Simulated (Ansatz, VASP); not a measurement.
# Au: VASP beside Ansatz

Contents of INCAR:

```
SYSTEM = Au
AGGAC = 1.0
AGGAX = 1.0
ALDAC = 0.0
ALDAX = 1.0
ALGO = Normal
EDIFF = 1E-6
ENCUT = 520
GGA = B5
ISIF = 2
ISMEAR = -1
LASPH = .True.
LCHARG = .True.
LELF = .True.
LREAL = .False.
LVHAR = .True.
LWAVE = .False.
NBANDS = 30
NELM = 60
PREC = Accurate
SIGMA = 0.1
```

File KPOINTS:

```
k-points
0
Gamma
  14 14 4
  0 0 0
```

File POSCAR:

```
Au
1.0
    2.9419028497      0.0000000000      0.0000000000
   -1.4709514248      2.5477626034      0.0000000000
    0.0000000000      0.0000000000      9.9799206035
Au
4
Direct
    0.0000000000      0.0000000000      1.0000000000
    0.0000000000      0.0000000000      0.5000000000
    0.3333333333      0.6666666667      0.2500000000
    0.6666666667      0.3333333333      0.7500000000
```

Input for Ansatz:

```yaml
crystal:
  lattice:
    - [2.9419028497, 0.0, 0.0]
    - [-1.4709514248, 2.5477626034, 0.0]
    - [0.0, 0.0, 9.9799206035]
  atoms:
    - { symbol: Au, position: [0.0, 0.0, 1.0] }
    - { symbol: Au, position: [0.0, 0.0, 0.5] }
    - { symbol: Au, position: [0.3333333333, 0.6666666667, 0.25] }
    - { symbol: Au, position: [0.6666666667, 0.3333333333, 0.75] }
hamiltonian:
  xc: blyp
  pseudopotentials:
    kind: paw
    azcp:
      Au: "pseudopotentials/Au.paw.azcp"
basis:
  ecutwfc: 420
  fft_grid_basis: typed
kpoints:
  mp_grid: { grid: [14, 14, 4], shift: [0, 0, 0] }
magnetization:
  spin_polarized: false
scf:
  occupations: { method: fermi_dirac, width: 0.1 }
  lower_state_search: "off"
output:
  stress: true
```

Alike in both runs: task single point; functional BLYP; k mesh 14 × 14 × 4; occupations fermi-dirac, width 0.1 eV; no spin polarisation.

|  | VASP | Ansatz |
| --- | --- | --- |
| version | VASP 6.6.1 | Ansatz 0.2.0 |
| potentials or method | VASP PAW PBE potentials, release 64 (Au), cutoff 520 eV | plane waves (420 eV) with PAW, scalar-relativistic |
| valence electrons in the cell | 44 | 76 |

Ansatz gave:

* pressure (GPa): 4.8
* traceless stress, the component that is largest in VASP (GPa): -0.57

Question: What did VASP give for the same quantities?

Answer: Pressure (GPa): 5.4; traceless stress, the component that is largest in VASP (GPa): -0.66.

VASP's potentials were made for PBE, not for BLYP. VASP's potentials hold 44 valence electrons a cell and Ansatz's 76, so a difference there can come from the potentials and not from the codes.

Neither program's run includes spin-orbit coupling.
